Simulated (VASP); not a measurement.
PbO2, 6 atoms in the cell. Symmetry: I-42d, No. 122, tetragonal system. Conventional cell: a = 6.030 Å, b = 6.030 Å, c = 6.139 Å, α = 90.00°, β = 90.00°, γ = 90.00°. Within 2.7 Å of Pb (site symmetry -4) lie 4 O at 2.06 Å. O (site symmetry 2) has 2 Pb at 2.06 Å within 2.7 Å. 

* Program: VASP 6.6.1
* Task: relaxation of cell and atoms
* Functional: LDA
* Potentials or basis: VASP PAW LDA potentials, release 64 (Pb_d, O)
* Cutoff: 600 eV
* k mesh: 8 × 8 × 8
* Occupations: gaussian, width 0.02 eV
* Spin: no spin polarisation
* Dipole correction: no
* Further INCAR settings: ALGO = Normal; EDIFF = 1e-06; IBRION = 2; EDIFFG = -0.01; NSW = 80; ISIF = 3

Potentials or basis: VASP PAW LDA potentials, release 64 (Pb_d, O).

Command:

```console
$ cat potpaw_LDA.64/Pb_d/POTCAR potpaw_LDA.64/O/POTCAR > POTCAR
$ mpirun -np 1 vasp_std > vasp.out
```

Hardware: 1 thread of Intel(R) Xeon(R) Platinum 8375C CPU @ 2.90GHz (Ice Lake), on a shared host.

Q: How long does it take, and how much memory?

A: Wall time 15 min on 1 thread of Intel(R) Xeon(R) Platinum 8375C CPU @ 2.90GHz (Ice Lake), with other jobs on the host, peak memory 0.36 GiB. Counts: scf iterations 44, k points 59, ion steps 6.
